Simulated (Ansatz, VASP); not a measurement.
## GeIrRu3 in VASP and in Ansatz

```xyz
5
Lattice="4.4197 0.0000 0.0000 0.0000 4.4197 0.0000 0.0000 0.0000 4.4197" Properties=species:S:1:pos:R:3 pbc="T T T"
Ge    2.2099    2.2099    2.2099
Ru    0.0000    2.2099    2.2099
Ru    2.2099    0.0000    2.2099
Ru    2.2099    2.2099    0.0000
Ir    0.0000    0.0000    0.0000
```

Change from the starting cell: species swapped into the RbHgF3 type (Pm-3m, No. 221).

Alike in both runs: task relaxation of cell and atoms; functional PBE; k mesh 8 × 8 × 8; occupations gaussian, width 0.1 eV; no spin polarisation.

|  | VASP | Ansatz |
| --- | --- | --- |
| version | VASP 6.6.1 | Ansatz 0.2.0 |
| potentials or method | VASP PAW PBE potentials, release 64 (Ge_d, Ru_pv, Ir), cutoff 600 eV | scalar-relativistic, plane waves, PAW |
| valence electrons in the cell | 65 | 79 |

|  | VASP | Ansatz | Ansatz less VASP |
| --- | --- | --- | --- |
| gap on the k mesh at the Fermi level, each at its own relaxed structure (eV) | none | none | - |
| relaxed volume (Å³/atom) | 17.29 | 17.26 | -0.039 |
| relaxed length of the cell vector where the two differ most in proportion (Å) | 4.422 | 4.419 | -0.0033 |

A gap of «none» marks a metal or a gap that the smearing closes. VASP's potentials hold 65 valence electrons a cell and Ansatz's 79, so a difference there can come from the potentials and not from the codes.

Spin-orbit coupling is off throughout.
